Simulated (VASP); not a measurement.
# Os (Fm-3m) in VASP: further runs

Runs on Os. Level: r2SCAN. Tasks: single point.

Everything below comes from runs of VASP 6.6.1. Logs are shortened: lines on timing, memory, paths and dates and some standing lists are left out, and cuts for length are marked.

## 1. The cell of the first run

It takes space group Fm-3m (No. 225, cubic). The conventional cell has a = 3.773 Å, b = 3.773 Å, c = 3.773 Å, α = 90.00°, β = 90.00°, γ = 90.00°. Os (site symmetry m-3m) has 12 Os at 2.67 Å within 3.5 Å.

This isn't the form of Os at room conditions, which is hcp.

## 2. Single point, r2SCAN (strain -0.030 along x and y, -0.030 along z)

POSCAR

```
Os
1.0
    0.0000000000      1.8866500000      1.8866500000
    1.8866500000      0.0000000000      1.8866500000
    1.8866500000      1.8866500000      0.0000000000
Os
1
Direct
    0.0000000000      0.0000000000      0.0000000000
```

INCAR.step1

```
ALGO     = Normal         # electronic algorithm
EDIFF    = 1E-4           # SCF threshold, eV
ENCUT    = 520            # plane-wave cutoff, eV
GGA      = PE             # functional
ISMEAR   = 0              # smearing method
LASPH    = T              # aspherical terms in the spheres
LCHARG   = F              # write CHGCAR
LREAL    = F              # projectors in reciprocal space
LWAVE    = T              # write WAVECAR
NBANDS   = 10             # bands
NELM     = 100            # most SCF steps
PREC     = Accurate       # precision mode
SIGMA    = 0.15           # smearing width, eV
```

INCAR.step2

```
ALGO     = Normal         # electronic algorithm
EDIFF    = 1E-6           # SCF threshold, eV
ENCUT    = 520            # plane-wave cutoff, eV
ISIF     = 2              # what is computed and relaxed
ISMEAR   = 0              # smearing method
ISTART   = 1            
LASPH    = T              # aspherical terms in the spheres
LCHARG   = F              # write CHGCAR
LMIXTAU  = T            
LREAL    = F              # projectors in reciprocal space
LWAVE    = F              # write WAVECAR
METAGGA  = R2SCAN         # meta-GGA
NBANDS   = 10             # bands
NELM     = 100            # most SCF steps
PREC     = Accurate       # precision mode
SIGMA    = 0.15           # smearing width, eV
```

KPOINTS

```
k-points
0
Gamma
  20 20 20
```

Potentials or basis: VASP PAW PBE potentials, release 64 (Os).

The run is started by

```bash
> cat potpaw_PBE.64/Os/POTCAR > POTCAR
> cp INCAR.step1 INCAR
> mpirun -np 1 vasp_std > vasp.out
> cp INCAR.step2 INCAR
> mpirun -np 1 vasp_std > vasp.out
```

OUTCAR:

```text
EDIFF = 1E-6
   ENCUT = 520
   ISIF = 2
   ISMEAR = 0
   ISTART = 1
   LASPH = T
   LREAL = F
   METAGGA = R2SCAN
   NELM = 100
   PREC = Accurate

 ion  position               nearest neighbor table
   1  0.000  0.000  0.000-

  LATTYP: Found a face centered cubic cell.
 ALAT       =     3.7733000000

  Lattice vectors:

 A1 = (   0.0000000000,   1.8866500000,   1.8866500000)
 A2 = (   1.8866500000,   0.0000000000,   1.8866500000)
 A3 = (   1.8866500000,   1.8866500000,   0.0000000000)

Analysis of symmetry for initial positions (statically):
=====================================================================
 Subroutine PRICEL returns:
 Original cell was already a primitive cell.

 Routine SETGRP: Setting up the symmetry group for a
 face centered cubic supercell.

 Subroutine GETGRP returns: Found 48 space group operations
 (whereof 48 operations were pure point group operations)
 out of a pool of 48 trial point group operations.

The static configuration has the point symmetry O_h .

Analysis of symmetry for dynamics (positions and initial velocities):
=====================================================================
 Subroutine PRICEL returns:
 Original cell was already a primitive cell.

 Routine SETGRP: Setting up the symmetry group for a
 face centered cubic supercell.

 Subroutine GETGRP returns: Found 48 space group operations
 (whereof 48 operations were pure point group operations)
 out of a pool of 48 trial point group operations.

The dynamic configuration has the point symmetry O_h .

 Subroutine INISYM returns: Found 48 space group operations
 (whereof 48 operations are pure point group operations),
 and found     1 'primitive' translations

----------------------------------------------------------------------------------------

                                     Primitive cell

  volume of cell :      13.4309

  direct lattice vectors                    reciprocal lattice vectors
     0.000000000  1.886650000  1.886650000    -0.265020009  0.265020009  0.265020009
     1.886650000  0.000000000  1.886650000     0.265020009 -0.265020009  0.265020009
     1.886650000  1.886650000  0.000000000     0.265020009  0.265020009 -0.265020009

  length of vectors
     2.668126017  2.668126017  2.668126017     0.459028121  0.459028121  0.459028121

  position of ions in fractional coordinates (direct lattice)
     0.000000000  0.000000000  0.000000000

[... 79 lines left out ...]
   IBRION =     -1    ionic relax: 0-MD 1-quasi-New 2-CG
   NFREE  =      0    steps in history (QN), initial steepest desc. (CG)
   ISIF   =      2    stress and relaxation
   ISYM   =      2    0-nonsym 1-usesym 2-fastsym
   POTIM  = 0.5000    time-step for ionic-motion
   TEBEG  =    0.0;   TEEND  =   0.0 temperature during run
   PSTRESS=    0.0 pullay stress
   NELECT =       8.0000    total number of electrons
   NUPDOWN=      -1.0000    fix difference up-down
   EMIN   =  10.00;   EMAX   =-10.00  energy-range for DOS
   EFERMI =   0.00;   METHOD = LEGACY
   ISMEAR =     0;   SIGMA  =   0.15  broadening in eV -4-tet -1-fermi 0-gaus
   EFERMI_NEDOS =   21; number of points for ismear=-14 and -15
   IALGO  =     38    algorithm
   IMIX   =      4    mixing-type and parameters
     AMIX     =   0.40;   BMIX     =  1.00
     AMIX_MAG =   1.60;   BMIX_MAG =  1.00
  volume/ion in A,a.u.               =      13.43        90.64
  Fermi-wavevector in a.u.,A,eV,Ry     =   1.377432  2.602969 25.814589  1.897319
  Thomas-Fermi vector in A             =   2.502586
   LORBIT       =      0    0 simple, 1 ext, 2 COOP (PROOUT), +10 PAW based schemes
   METAGGA = R2SCAN    functional components
   LHFCALC =     F    Hartree Fock is set to
   AEXX    =    0.0000 exact exchange contribution
   IVDW    =     0    specifies the selected vdW correction
   LEPSILON=     F    determine dielectric tensor
   LRPA    =     F    only Hartree local field effects (RPA)
 non-spin polarized calculation
 Gauss-broadening in eV      SIGMA  =   0.15
  energy-cutoff  :      520.00
  volume of cell :       13.43
 maximum number of plane-waves:       375
   NGX =  9   NGY =  9   NGZ =  9

 number of electron       8.0000000 magnetization

 Free energy of the ion-electron system (eV)
  ---------------------------------------------------
  ext. energy  EPLUGINS =         0.00000000
  ---------------------------------------------------
  free energy    TOTEN  =       -52.80697408 eV

  energy without entropy =      -52.79685223  energy(sigma->0) =      -52.80191316

 E-fermi :   9.8016     XC(G=0): -15.6567

 val. band max:        9.7738607316   @ k =  -0.2500   0.2000   0.0500
 cond. band min:       9.8166745153   @ k =   0.3000   0.1000   0.0000
 fundamental gap:      0.0428137837
 Fermi energy:         9.8015609008

 k-point     1 :       0.0000    0.0000    0.0000
  band No.  band energies     occupation
      1      -1.9221      2.00000
      2       6.4576      2.00000
      3       6.4576      2.00000
      4       6.4576      2.00000
      5       9.8175      0.88061
      6       9.8175      0.88061
      7      24.6603      0.00000
      8      31.0900      0.00000
      9      31.0900      0.00000
     10      31.0900      0.00000
[... 287 lines left out ...]
 k-point    24 :      -0.3500    0.0500    0.0000
  band No.  band energies     occupation
      1       1.4390      2.00000
      2       6.4646      2.00000
      3       6.6042      2.00000
      4       7.1938      2.00000
      5      11.0863      0.00000
      6      12.0662      0.00000
      7      22.2415      0.00000
      8      26.1552      0.00000
      9      32.9578      0.00000
     10      34.7496      0.00000

 [... further k-points ...]

------------------------ aborting loop because EDIFF is reached ----------------------------------------

  FORCE on cell =-STRESS in cart. coord.  units (eV):
  Direction    XX          YY          ZZ          XY          YZ          ZX
  --------------------------------------------------------------------------------------
  -------------------------------------------------------------------------------------
  Total        1.9738214      1.9738214      1.9738214      0.0000000      0.0000000      0.0000000
  in kB      235.4585236    235.4585236    235.4585236      0.0000000      0.0000000      0.0000000
  external PRESSURE =     235.4585236 kB  Pullay stress =       0.0000000 kB

 VOLUME and BASIS-vectors are now :
 -----------------------------------------------------------------------------
  energy-cutoff  :      520.00
  volume of cell :       13.43
      direct lattice vectors                 reciprocal lattice vectors
     0.000000000  1.886650000  1.886650000    -0.265020009  0.265020009  0.265020009
     1.886650000  0.000000000  1.886650000     0.265020009 -0.265020009  0.265020009
     1.886650000  1.886650000  0.000000000     0.265020009  0.265020009 -0.265020009

 POSITION                                       TOTAL-FORCE (eV/Angst)
 -----------------------------------------------------------------------------------
      0.00000      0.00000      0.00000        -0.000000      0.000000      0.000000
 -----------------------------------------------------------------------------------
    total drift:                                0.000000      0.000000      0.000000

  FREE ENERGIE OF THE ION-ELECTRON SYSTEM (eV)
  ---------------------------------------------------
  free  energy   TOTEN  =       -52.8069740833 eV

  energy  without entropy=      -52.7968522278  energy(sigma->0) =      -52.80191316
```

Wall time 91 s (1 thread of Intel Xeon 6975P-C (Granite Rapids), shared host); peak memory 0.16 GiB.

What came out:

```yaml
Free_energy: -52.8070 eV
Pressure: 23.5 GPa
Band_gap_on_the_k_mesh: zero (bands 4 and 5 overlap by 4.38 eV)
```

Levels at points of the mesh, in eV from the Fermi level:
| k point | band 1 | band 2 | band 3 | band 4 | band 5 | band 6 | band 7 | band 8 | band 9 |
| --- | --- | --- | --- | --- | --- | --- | --- | --- | --- |
| (0.00, 0.00, 0.00) | -11.72 | -3.34 | -3.34 | -3.34 | 0.02 | 0.02 | 14.86 | 21.29 | 21.29 |
| (0.50, 0.00, 0.00) | -8.48 | -3.54 | -3.54 | -0.28 | 2.70 | 2.70 | 10.05 | 14.44 | 21.85 |
| (0.50, 0.50, 0.00) | -8.44 | -7.67 | 2.51 | 2.64 | 3.48 | 3.48 | 13.17 | 13.17 | 13.70 |

Caveat: the cell differs from its parent crystal (strain -0.030 along x and y, -0.030 along z); the cell stands under pressure; the PAW data sets were made with another functional, which shifts forces and pressure a little; spin-orbit coupling is left out, which moves the levels of the heavy elements.

## 3. Single point, r2SCAN (strain -0.015 along x and y, -0.015 along z)

POSCAR

```
Os
1.0
    0.0000000000      1.9158250000      1.9158250000
    1.9158250000      0.0000000000      1.9158250000
    1.9158250000      1.9158250000      0.0000000000
Os
1
Direct
    0.0000000000      0.0000000000      0.0000000000
```

INCAR.step1

```
SYSTEM = Os
  PREC = Accurate
  ENCUT = 520
  ISMEAR = 0
  SIGMA = 0.15
  LREAL = .FALSE.
  LASPH = .TRUE.
  NELM = 60
  NBANDS = 10
  GGA = PE
  ALGO = Normal
  EDIFF = 1E-4
  LWAVE = .TRUE.
  LCHARG = .FALSE.
```

INCAR.step2

```
SYSTEM = Os
  PREC = Accurate
  ENCUT = 520
  EDIFF = 1E-6
  ISMEAR = 0
  SIGMA = 0.15
  LREAL = .FALSE.
  LASPH = .TRUE.
  NELM = 60
  ALGO = Normal
  ISIF = 2
  LWAVE = .FALSE.
  LCHARG = .FALSE.
  METAGGA = R2SCAN
  LMIXTAU = .TRUE.
  NBANDS = 10
  ISTART = 1
```

KPOINTS

```
regular mesh
0
G
  20 20 20
  0 0 0
```

Potentials or basis: VASP PAW PBE potentials, release 64 (Os).

The run is started by

```bash
> cat potpaw_PBE.64/Os/POTCAR > POTCAR
> cp INCAR.step1 INCAR
> mpirun -np 1 vasp_std > vasp.out
> cp INCAR.step2 INCAR
> mpirun -np 1 vasp_std > vasp.out
```

OUTCAR:

```text
SYSTEM = Os
   PREC = Accurate
   ENCUT = 520
   EDIFF = 1E-6
   ISMEAR = 0
   LREAL = .FALSE.
   LASPH = .TRUE.
   NELM = 60
   ISIF = 2
   METAGGA = R2SCAN
   ISTART = 1

 ion  position               nearest neighbor table
   1  0.000  0.000  0.000-

  LATTYP: Found a face centered cubic cell.
 ALAT       =     3.8316500000

  Lattice vectors:

 A1 = (   0.0000000000,   1.9158250000,   1.9158250000)
 A2 = (   1.9158250000,   0.0000000000,   1.9158250000)
 A3 = (   1.9158250000,   1.9158250000,   0.0000000000)

[... 491 lines left out ...]
 [... further k-points ...]

------------------------ aborting loop because EDIFF is reached ----------------------------------------

  FORCE on cell =-STRESS in cart. coord.  units (eV):
  Direction    XX          YY          ZZ          XY          YZ          ZX
  --------------------------------------------------------------------------------------
  -------------------------------------------------------------------------------------
  Total        0.1110804      0.1110804      0.1110804      0.0000000     -0.0000000     -0.0000000
  in kB       12.6546618     12.6546618     12.6546618      0.0000000     -0.0000000     -0.0000000
  external PRESSURE =      12.6546618 kB  Pullay stress =       0.0000000 kB

 VOLUME and BASIS-vectors are now :
 -----------------------------------------------------------------------------
  energy-cutoff  :      520.00
  volume of cell :       14.06
      direct lattice vectors                 reciprocal lattice vectors
     0.000000000  1.915825000  1.915825000    -0.260984171  0.260984171  0.260984171
     1.915825000  0.000000000  1.915825000     0.260984171 -0.260984171  0.260984171
     1.915825000  1.915825000  0.000000000     0.260984171  0.260984171 -0.260984171

 POSITION                                       TOTAL-FORCE (eV/Angst)
 -----------------------------------------------------------------------------------
      0.00000      0.00000      0.00000         0.000000      0.000000      0.000000
 -----------------------------------------------------------------------------------
    total drift:                                0.000000      0.000000      0.000000

  FREE ENERGIE OF THE ION-ELECTRON SYSTEM (eV)
  ---------------------------------------------------
  free  energy   TOTEN  =       -52.8544170759 eV

  energy  without entropy=      -52.8435124762  energy(sigma->0) =      -52.84896478
```

OSZICAR.step1:

```text
N       E                     dE             d eps       ncg     rms          rms(c)
DAV:   1     0.376471642285E+02    0.37647E+02   -0.42352E+03  5242   0.747E+02
DAV:   2    -0.106856273881E+02   -0.48333E+02   -0.45314E+02  5302   0.202E+02
DAV:   3    -0.117929888102E+02   -0.11074E+01   -0.11019E+01  5978   0.286E+01
DAV:   4    -0.117960187966E+02   -0.30300E-02   -0.30295E-02  5592   0.165E+00
DAV:   5    -0.117960290641E+02   -0.10268E-04   -0.10268E-04  5684   0.886E-02    0.164E+01
DAV:   6    -0.112668659033E+02    0.52916E+00   -0.55953E-01  6194   0.593E+00    0.747E+00
DAV:   7    -0.111110867528E+02    0.15578E+00   -0.40592E-01  6412   0.480E+00    0.453E-01
DAV:   8    -0.111087893857E+02    0.22974E-02   -0.19157E-03  5306   0.357E-01    0.351E-01
DAV:   9    -0.111070395393E+02    0.17498E-02   -0.10700E-03  5662   0.348E-01    0.155E-02
DAV:  10    -0.111070293963E+02    0.10143E-04   -0.11237E-05  2806   0.249E-02
   1 F= -.11107029E+02 E0= -.11101392E+02  d E =-.112745E-01
```

Wall time 76 s (1 thread of Intel Xeon 6975P-C (Granite Rapids), shared host); peak memory 0.16 GiB.

What came out:

* Free energy: -52.8544 eV
* Pressure: 1.3 GPa
* Band gap on the k mesh: zero (bands 4 and 5 overlap by 4.06 eV)

Levels at points of the mesh, in eV from the Fermi level:
```
           k point  band 2  band 3  band 4  band 5  band 6  band 7
(0.00, 0.00, 0.00)   -3.12   -3.12   -3.12    0.00    0.00   14.90
(0.50, 0.00, 0.00)   -3.30   -3.30   -0.28    2.50    2.50    9.40
(0.50, 0.50, 0.00)   -7.18    2.38    2.44    3.22    3.22   12.84
```

Caveat: the cell differs from its parent crystal (strain -0.015 along x and y, -0.015 along z); the PAW data sets were made with another functional, which shifts forces and pressure a little; spin-orbit coupling is left out, which moves the levels of the heavy elements.
